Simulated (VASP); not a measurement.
# AlN (C2) in VASP: notebook

Runs on AlN. Level: PBEsol. Tasks: single point.

Program: VASP 6.6.1. These are calculated values, not measurements. Logs are shortened: lines on timing, memory, paths and dates and some standing lists are left out, and cuts for length are marked.

**1. The cell of the first run**

The structure is monoclinic, space group C2 (No. 5). The conventional cell has a = 4.275 Å, b = 4.428 Å, c = 3.078 Å, α = 90.00°, β = 133.99°, γ = 90.00°. Al (site symmetry 2) has 4 N at 1.83 to 1.97 Å within 2.4 Å. N (site symmetry 2) has 4 Al at 1.83 to 1.97 Å within 2.4 Å.

**2. Single point, PBEsol (mode 4 frozen in at -0.076 Å, strain +e along z and -e/2 along x and y -0.0233)**

File INCAR:

```
PREC     = Accurate       # precision mode
ENCUT    = 520            # plane-wave cutoff, eV
EDIFF    = 1E-7           # SCF threshold, eV
ISMEAR   = 0              # smearing method
SIGMA    = 0.05           # smearing width, eV
LREAL    = False          # projectors in reciprocal space
LASPH    = True           # aspherical terms in the spheres
NELM     = 80             # most SCF steps
ALGO     = Normal         # electronic algorithm
ISIF     = 2              # what is computed and relaxed
LWAVE    = False          # write WAVECAR
LCHARG   = False          # write CHGCAR
GGA      = PS             # functional
NBANDS   = 11             # bands
```

File KPOINTS:

```
regular mesh
0
Gamma
  10 10 10
```

File POSCAR:

```
AlN
1.0
    0.0000000000      2.1376609775      2.2141545284
    2.2141545284      0.0000000000      2.2141545284
    2.2141545284      2.1376609775      0.0000000000
Al N
1 1
Direct
   -0.0090133114      0.0090133114      0.0090133114
    0.7673622480      0.7326377520      0.7326377520
```

Potentials or basis: VASP PAW PBE potentials, release 64 (Al, N).

Launch:

```bash
> cat potpaw_PBE.64/Al/POTCAR potpaw_PBE.64/N/POTCAR > POTCAR
> mpirun -np 1 vasp_std > vasp.out
```

OUTCAR:

```text
PREC = Accurate
   ENCUT = 520
   EDIFF = 1E-7
   ISMEAR = 0
   LREAL = False
   LASPH = True
   NELM = 80
   ISIF = 2
   GGA = PS

 ion  position               nearest neighbor table
   1  0.991  0.009  0.009-   2 1.83   2 1.83   2 1.97   2 1.97
   2  0.767  0.733  0.733-   1 1.83   1 1.83   1 1.97   1 1.97

  LATTYP: Found a body centered tetragonal cell.
 ALAT       =     3.1312873633
 C/A-ratio  =     1.3653559891

  Lattice vectors:

 A1 = (   0.0000000000,  -2.1376609775,   2.2141545284)
 A2 = (   0.0000000000,  -2.1376609775,  -2.2141545284)
 A3 = (   2.2141545284,   2.1376609775,   0.0000000000)

Analysis of symmetry for initial positions (statically):
=====================================================================
 Subroutine PRICEL returns:
 Original cell was already a primitive cell.

 Routine SETGRP: Setting up the symmetry group for a
 body centered tetragonal supercell.

 Subroutine GETGRP returns: Found  2 space group operations
 (whereof  2 operations were pure point group operations)
 out of a pool of 16 trial point group operations.

The static configuration has the point symmetry C_2 .

Analysis of symmetry for dynamics (positions and initial velocities):
=====================================================================
 Subroutine PRICEL returns:
 Original cell was already a primitive cell.

 Routine SETGRP: Setting up the symmetry group for a
 body centered tetragonal supercell.

 Subroutine GETGRP returns: Found  2 space group operations
 (whereof  2 operations were pure point group operations)
 out of a pool of 16 trial point group operations.

The dynamic configuration has the point symmetry C_2 .

 Subroutine INISYM returns: Found  2 space group operations
 (whereof  2 operations are pure point group operations),
 and found     1 'primitive' translations

----------------------------------------------------------------------------------------

                                     Primitive cell

  volume of cell :      20.9597

  direct lattice vectors                    reciprocal lattice vectors
     0.000000000  2.137660977  2.214154528    -0.225819830  0.233900513  0.225819830
     2.214154528  0.000000000  2.214154528     0.225819830 -0.233900513  0.225819830
     2.214154528  2.137660977  0.000000000     0.225819830  0.233900513 -0.225819830

  length of vectors
     3.077673591  3.131287363  3.077673591     0.395851793  0.395851793  0.395851793

  position of ions in fractional coordinates (direct lattice)
     0.990986689  0.009013311  0.009013311
     0.767362248  0.732637752  0.732637752

  ion indices of the primitive-cell ions
   primitive index   ion index
                 1           1
                 2           2

----------------------------------------------------------------------------------------

 KPOINTS: regular mesh

Automatic generation of k-mesh.
 Grid dimensions read from file:
 generate k-points for:   10   10   10

 Generating k-lattice:

  Cartesian coordinates                     Fractional coordinates (reciprocal lattice)
    -0.022581983  0.023390051  0.022581983     0.100000000  0.000000000  0.000000000
     0.022581983 -0.023390051  0.022581983    -0.000000000  0.100000000 -0.000000000
     0.022581983  0.023390051 -0.022581983     0.000000000  0.000000000  0.100000000

  Length of vectors
     0.039585179  0.039585179  0.039585179

  Shift w.r.t. Gamma in fractional coordinates (k-lattice)
     0.000000000  0.000000000  0.000000000

 Subroutine IBZKPT returns following result:
 ===========================================

 Found    282 irreducible k-points:

 Following reciprocal coordinates:
            Coordinates               Weight
  0.000000  0.000000  0.000000      1.000000
  0.100000  0.000000  0.000000      4.000000
  0.000000 -0.100000  0.000000      4.000000
  0.200000  0.000000  0.000000      4.000000
  0.000000 -0.200000  0.000000      4.000000
  0.300000  0.000000  0.000000      4.000000
[... 16 lines left out ...]
  0.000000 -0.400000 -0.100000      4.000000
 -0.100000 -0.100000  0.300000      4.000000
 [... further k-points ...]
   k-points           NKPTS =    282   k-points in BZ     NKDIM =    282   number of bands    NBANDS=     11
   number of dos      NEDOS =    301   number of ions     NIONS =      2
   total plane-waves  NPLWV =  13824
   dimension x,y,z NGX =    24 NGY =   24 NGZ =   24
   dimension x,y,z NGXF=    48 NGYF=   48 NGZF=   48
   ions per type =               1   1
   NGX,Y,Z   is equivalent  to a cutoff of  12.96, 12.74, 12.96 a.u.
   NGXF,Y,Z  is equivalent  to a cutoff of  25.93, 25.48, 25.93 a.u.
 SYSTEM =  unknown system
   PREC   = accura    normal or accurate (medium, high low for compatibility)
   ISTART =      0    job   : 0-new  1-cont  2-samecut
   ICHARG =      2    charge: 1-file 2-atom 10-const
   ISPIN  =      1    spin polarized calculation?
   LNONCOLLINEAR =      F non collinear calculations
   LSORBIT =      F    spin-orbit coupling
   LASPH  =      T    aspherical Exc in radial PAW
   ENCUT  =  520.0 eV  38.22 Ry    6.18 a.u.   5.72  5.82  5.72*2*pi/ulx,y,z
   NELM   =     80;   NELMIN=  2; NELMDL= -5     # of ELM steps
   EDIFF  = 0.1E-06   stopping-criterion for ELM
   LREAL  =      F    real-space projection
   EDIFFG = 0.1E-05   stopping-criterion for IOM
   NSW    =      0    number of steps for IOM
   IBRION =     -1    ionic relax: 0-MD 1-quasi-New 2-CG
   NFREE  =      0    steps in history (QN), initial steepest desc. (CG)
   ISIF   =      2    stress and relaxation
   ISYM   =      2    0-nonsym 1-usesym 2-fastsym
   POTIM  = 0.5000    time-step for ionic-motion
   TEBEG  =    0.0;   TEEND  =   0.0 temperature during run
   PSTRESS=    0.0 pullay stress
   NELECT =       8.0000    total number of electrons
   NUPDOWN=      -1.0000    fix difference up-down
   EMIN   =  10.00;   EMAX   =-10.00  energy-range for DOS
   EFERMI =   0.00;   METHOD = LEGACY
   ISMEAR =     0;   SIGMA  =   0.05  broadening in eV -4-tet -1-fermi 0-gaus
   EFERMI_NEDOS =   21; number of points for ismear=-14 and -15
   IALGO  =     38    algorithm
   IMIX   =      4    mixing-type and parameters
     AMIX     =   0.40;   BMIX     =  1.00
     AMIX_MAG =   1.60;   BMIX_MAG =  1.00
  volume/ion in A,a.u.               =      10.48        70.72
  Fermi-wavevector in a.u.,A,eV,Ry     =   1.187526  2.244099 19.187193  1.410219
  Thomas-Fermi vector in A             =   2.323676
   LORBIT       =      0    0 simple, 1 ext, 2 COOP (PROOUT), +10 PAW based schemes
   GGA     = PS    functional components
   LHFCALC =     F    Hartree Fock is set to
   AEXX    =    0.0000 exact exchange contribution
   IVDW    =     0    specifies the selected vdW correction
   LEPSILON=     F    determine dielectric tensor
   LRPA    =     F    only Hartree local field effects (RPA)
 non-spin polarized calculation
 Gauss-broadening in eV      SIGMA  =   0.05
  energy-cutoff  :      520.00
  volume of cell :       20.96
 maximum number of plane-waves:       578
   NGX = 11   NGY = 11   NGZ = 11

 number of electron       8.0000000 magnetization

 Free energy of the ion-electron system (eV)
  ---------------------------------------------------
  ext. energy  EPLUGINS =         0.00000000
  ---------------------------------------------------
  free energy    TOTEN  =       -15.50584162 eV

  energy without entropy =      -15.50584162  energy(sigma->0) =      -15.50584162

 E-fermi :   6.3844     XC(G=0): -11.1020

 val. band max:        6.1416764890   @ k =   0.0000   0.0000   0.0000
 cond. band min:       8.9002189714   @ k =   0.5000   0.0000   0.5000
 fundamental gap:      2.7585424824
 Fermi energy:         6.3843954268

 k-point     1 :       0.0000    0.0000    0.0000
  band No.  band energies     occupation
      1      -9.1049      2.00000
      2       5.5204      2.00000
      3       5.7885      2.00000
      4       6.1417      2.00000
      5       9.8691      0.00000
      6      18.1898      0.00000
      7      18.2669      0.00000
      8      18.2788      0.00000
      9      22.7321      0.00000
     10      23.7466      0.00000
     11      24.1465      0.00000

 k-point     2 :       0.1000    0.0000    0.0000
  band No.  band energies     occupation
      1      -8.9587      2.00000
      2       5.1206      2.00000
      3       5.4787      2.00000
      4       5.8897      2.00000
      5      10.5751      0.00000
      6      17.7017      0.00000
      7      18.3580      0.00000
      8      18.4727      0.00000
      9      21.7738      0.00000
     10      22.4318      0.00000
     11      23.9150      0.00000

 k-point     3 :       0.0000   -0.1000    0.0000
  band No.  band energies     occupation
      1      -8.9572      2.00000
      2       4.8106      2.00000
      3       5.6662      2.00000
      4       6.0893      2.00000
      5      10.4960      0.00000
      6      17.7824      0.00000
      7      18.3518      0.00000
      8      18.4965      0.00000
      9      21.5879      0.00000
     10      22.2562      0.00000
     11      24.2467      0.00000

 k-point     4 :       0.2000    0.0000    0.0000
  band No.  band energies     occupation
      1      -8.5425      2.00000
      2       3.4989      2.00000
      3       5.3594      2.00000
      4       5.7269      2.00000
      5      11.7311      0.00000
      6      16.8995      0.00000
      7      17.9956      0.00000
      8      18.5596      0.00000
      9      21.6183      0.00000
     10      21.7838      0.00000
     11      23.0654      0.00000
[... 239 lines left out ...]
 k-point    22 :       0.4000    0.1000    0.0000
  band No.  band energies     occupation
      1      -7.4316      2.00000
      2       1.0317      2.00000
      3       4.8268      2.00000
      4       5.2363      2.00000
      5      13.0855      0.00000
      6      15.0564      0.00000
      7      17.1192      0.00000
      8      18.0330      0.00000
      9      22.4156      0.00000
     10      24.0535      0.00000
     11      25.5067      0.00000

 k-point    23 :       0.0000   -0.4000   -0.1000
  band No.  band energies     occupation
      1      -7.4120      2.00000
      2       0.8527      2.00000
      3       4.9155      2.00000
      4       5.4885      2.00000
      5      12.9809      0.00000
      6      14.9850      0.00000
      7      17.3104      0.00000
      8      17.9712      0.00000
      9      22.2479      0.00000
     10      24.1924      0.00000
     11      25.2737      0.00000

 k-point    24 :      -0.1000   -0.1000    0.3000
  band No.  band energies     occupation
      1      -7.4098      2.00000
      2       0.8335      2.00000
      3       4.9984      2.00000
      4       5.4470      2.00000
      5      12.9226      0.00000
      6      15.0415      0.00000
      7      17.2383      0.00000
      8      18.0988      0.00000
      9      22.0462      0.00000
     10      24.3876      0.00000
     11      25.1022      0.00000

 [... further k-points ...]
[... 5 lines left out ...]
  --------------------------------------------------------------------------------------
  -------------------------------------------------------------------------------------
  Total       -0.1660831      0.6743334      0.1760723      0.0000000     -1.0722425      0.0000000
  in kB      -12.6955458     51.5466621     13.4591302      0.0000000    -81.9632007      0.0000000
  external PRESSURE =      17.4367489 kB  Pullay stress =       0.0000000 kB

 VOLUME and BASIS-vectors are now :
 -----------------------------------------------------------------------------
  energy-cutoff  :      520.00
  volume of cell :       20.96
      direct lattice vectors                 reciprocal lattice vectors
     0.000000000  2.137660977  2.214154528    -0.225819830  0.233900513  0.225819830
     2.214154528  0.000000000  2.214154528     0.225819830 -0.233900513  0.225819830
     2.214154528  2.137660977  0.000000000     0.225819830  0.233900513 -0.225819830

 POSITION                                       TOTAL-FORCE (eV/Angst)
 -----------------------------------------------------------------------------------
      0.03991      2.13766      2.21415        -1.686247      0.000000      0.000000
      3.24435      3.20649      3.32123         1.686247      0.000000      0.000000
 -----------------------------------------------------------------------------------
    total drift:                                0.000025     -0.000000     -0.000000

  FREE ENERGIE OF THE ION-ELECTRON SYSTEM (eV)
  ---------------------------------------------------
  free  energy   TOTEN  =       -15.5058416189 eV

  energy  without entropy=      -15.5058416189  energy(sigma->0) =      -15.50584162
```

It took 41 s on 1 thread of Intel Xeon Platinum 8259CL at 2.50GHz (Skylake/Cascade Lake), shared host; peak memory 0.18 GiB.

Results:

```
Free energy            : -15.5058 eV
Pressure               : 1.7 GPa
Largest force          : 1.686 eV/Å
Band gap on the k mesh : 2.76 eV, indirect (least direct gap 3.73 eV)
```

Forces on the atoms (eV/Å):
```
Al  -1.686  0.000  0.000
N    1.686  0.000  0.000
```

Stress tensor (GPa, compression positive):
```
-1.27  0.00  0.00
 0.00  5.15 -8.20
 0.00 -8.20  1.35
```

Levels at points of the mesh, in eV from the valence-band top:
```
           k point  band 1  band 2  band 3  band 4  band 5  band 6  band 7  band 8  band 9
(0.00, 0.00, 0.00)  -15.25   -0.62   -0.35    0.00    3.73   12.05   12.13   12.14   16.59
(0.50, 0.00, 0.00)  -13.20   -6.11   -1.07   -0.73    6.89    9.45   10.28   11.11   17.26
(0.00, 0.50, 0.00)  -13.17   -6.29   -0.97   -0.44    6.77    9.29   10.47   11.09   17.25
(0.50, 0.50, 0.00)  -12.59   -5.37   -1.99   -1.98    2.91    8.23   13.16   14.85   15.92
(0.00, 0.50, 0.50)  -12.59   -5.35   -2.23   -1.80    2.94    8.32   13.17   14.80   15.83
(0.50, 0.00, 0.50)  -12.44   -5.03   -2.28   -2.26    2.76    7.69   13.79   15.07   15.10
```

Caveat: the cell differs from its parent crystal (mode 4 frozen in at -0.076 Å, strain +e along z and -e/2 along x and y -0.0233); the PAW data sets were made with another functional, which shifts forces and pressure a little.

**3. Single point, PBEsol (mode 4 frozen in at -0.038 Å, strain +e along z and -e/2 along x and y +0.0233)**

File INCAR:

```
SYSTEM = AlN
PREC = Accurate
ENCUT = 520
EDIFF = 1E-7
ISMEAR = 0
SIGMA = 0.05
LREAL = .FALSE.
LASPH = .TRUE.
NELM = 60
ALGO = Normal
ISIF = 2
LWAVE = .FALSE.
LCHARG = .FALSE.
GGA = PS
NBANDS = 11
```

File KPOINTS:

```
Automatic mesh
0
G
  10 10 10
  0 0 0
```

File POSCAR:

```
AlN
1.0
    0.0000000000      2.2396523787      2.1631588278
    2.1631588278      0.0000000000      2.1631588278
    2.1631588278      2.2396523787      0.0000000000
Al N
1 1
Direct
   -0.0045066557      0.0045066557      0.0045066557
    0.7586811240      0.7413188760      0.7413188760
```

Potentials or basis: VASP PAW PBE potentials, release 64 (Al, N).

Launch:

```bash
> cat potpaw_PBE.64/Al/POTCAR potpaw_PBE.64/N/POTCAR > POTCAR
> mpirun -np 1 vasp_std > vasp.out
```

It took 42 s on 1 thread of Intel Xeon Platinum 8259CL at 2.50GHz (Skylake/Cascade Lake), shared host; peak memory 0.18 GiB.

Results (log left out):

```yaml
Free_energy: -15.5811 eV
Pressure: 0.4 GPa
Largest_force: 0.803 eV/Å
Band_gap_on_the_k_mesh: 2.99 eV, indirect (least direct gap 3.93 eV)
```

Forces in eV/Å, atoms in the order of the input:
```
Al  -0.803  0.000  0.000
N    0.803  0.000  0.000
```

Stress tensor (GPa, compression positive):
```
 1.64  0.00  0.00
 0.00 -2.71 -3.97
 0.00 -3.97  2.27
```

Levels at points of the mesh, in eV from the valence-band top:
| k point | band 1 | band 2 | band 3 | band 4 | band 5 | band 6 | band 7 | band 8 | band 9 |
| --- | --- | --- | --- | --- | --- | --- | --- | --- | --- |
| (0.00, 0.00, 0.00) | -15.07 | -0.34 | -0.09 | 0.00 | 3.93 | 12.25 | 12.27 | 12.30 | 16.75 |
| (0.50, 0.00, 0.00) | -13.01 | -5.98 | -0.88 | -0.46 | 7.06 | 9.60 | 10.62 | 11.14 | 17.52 |
| (0.00, 0.50, 0.00) | -12.99 | -6.07 | -0.71 | -0.45 | 6.99 | 9.55 | 10.59 | 11.25 | 17.54 |
| (0.50, 0.50, 0.00) | -12.31 | -4.96 | -2.02 | -2.01 | 2.99 | 8.10 | 13.82 | 14.81 | 15.84 |
| (0.00, 0.50, 0.50) | -12.31 | -4.96 | -2.13 | -1.92 | 3.00 | 8.13 | 13.82 | 14.79 | 15.83 |
| (0.50, 0.00, 0.50) | -12.46 | -5.29 | -1.73 | -1.73 | 3.16 | 8.63 | 13.22 | 15.60 | 15.62 |

Caveat: the cell differs from its parent crystal (mode 4 frozen in at -0.038 Å, strain +e along z and -e/2 along x and y +0.0233); the PAW data sets were made with another functional, which shifts forces and pressure a little. A k mesh can miss the band edges.

**4. Single point, PBEsol (mode 4 frozen in at -0.019 Å, strain +e along z and -e/2 along x and y +0.0467)**

INCAR: that of step 3 with these lines changed.

```diff
@@ -3,3 +3,3 @@
 ENCUT = 520
-EDIFF = 1E-7
+EDIFF = 1E-6
 ISMEAR = 0
@@ -8,3 +8,3 @@
 LASPH = .TRUE.
-NELM = 60
+NELM = 100
 ALGO = Normal
```

File KPOINTS:

```
regular mesh
0
G
  10 10 10
  0 0 0
```

File POSCAR:

```
AlN
1.0
    0.0000000000      2.2908669450      2.1375515447
    2.1375515447      0.0000000000      2.1375515447
    2.1375515447      2.2908669450      0.0000000000
Al N
1 1
Direct
   -0.0022533278      0.0022533278      0.0022533278
    0.7543405620      0.7456594380      0.7456594380
```

Launch:

```bash
> cat potpaw_PBE.64/Al/POTCAR potpaw_PBE.64/N/POTCAR > POTCAR
> mpirun -np 1 vasp_std > vasp.out
```

Wall time 42 s (1 thread of Intel Xeon Platinum 8259CL at 2.50GHz (Skylake/Cascade Lake), shared host); peak memory 0.18 GiB.

Results (log left out):

| Property | Result |
| --- | --- |
| Free energy | -15.5745 eV |
| Pressure | 0.1 GPa |
| Largest force | 0.388 eV/Å |
| Band gap on the k mesh | 2.95 eV, indirect (least direct gap 3.93 eV) |

Forces in eV/Å, atoms in the order of the input:
```
Al  -0.388  0.000  0.000
N    0.388  0.000  0.000
```

Stress tensor (GPa, compression positive):
```
 3.68  0.00  0.00
 0.00 -7.29 -1.96
 0.00 -1.96  3.83
```

Levels at points of the mesh, in eV from the valence-band top:
```tsv
k point	band 1	band 2	band 3	band 4	band 5	band 6	band 7	band 8
(0.00, 0.00, 0.00)	-15.08	-0.38	-0.03	-0.02	3.91	12.26	12.27	12.31
(0.50, 0.00, 0.00)	-13.01	-6.02	-0.99	-0.32	6.89	9.60	10.52	11.48
(0.00, 0.50, 0.00)	-13.00	-6.06	-0.90	-0.32	6.85	9.57	10.51	11.54
(0.50, 0.50, 0.00)	-12.26	-4.86	-2.12	-2.10	2.95	7.94	14.00	14.19
(0.00, 0.50, 0.50)	-12.26	-4.86	-2.17	-2.06	2.95	7.95	13.99	14.19
(0.50, 0.00, 0.50)	-12.57	-5.53	-1.54	-1.54	3.29	8.99	12.82	15.78
```

Caveat: the cell differs from its parent crystal (mode 4 frozen in at -0.019 Å, strain +e along z and -e/2 along x and y +0.0467); the PAW data sets were made with another functional, which shifts forces and pressure a little. A k mesh can miss the band edges.

**5. Overview**

| cell | gap on the mesh (eV) | pressure (GPa) | largest force (eV/Å) |
| --- | --- | --- | --- |
| a = 3.078, b = 3.131 Å, angles 59.4, 61.2, 59.4°, 2 atoms | 2.76 | 1.7 | 1.69 |
| a = 3.114, b = 3.059 Å, angles 60.6, 58.8, 60.6°, 2 atoms | 2.99 | 0.4 | 0.80 |
| a = 3.133, b = 3.023 Å, angles 61.2, 57.7, 61.2°, 2 atoms | 2.95 | 0.1 | 0.39 |

Alike in all rows: task single point; level PBEsol; potentials or basis VASP PAW PBE potentials, release 64 (Al, N); no spin polarisation; k mesh 10 × 10 × 10; cutoff (eV) 520; smearing gaussian 0.05 eV.

Caveats: the PAW data sets were made with another functional, which shifts forces and pressure a little.

Absolute energies hang on the potentials; compare differences alone.
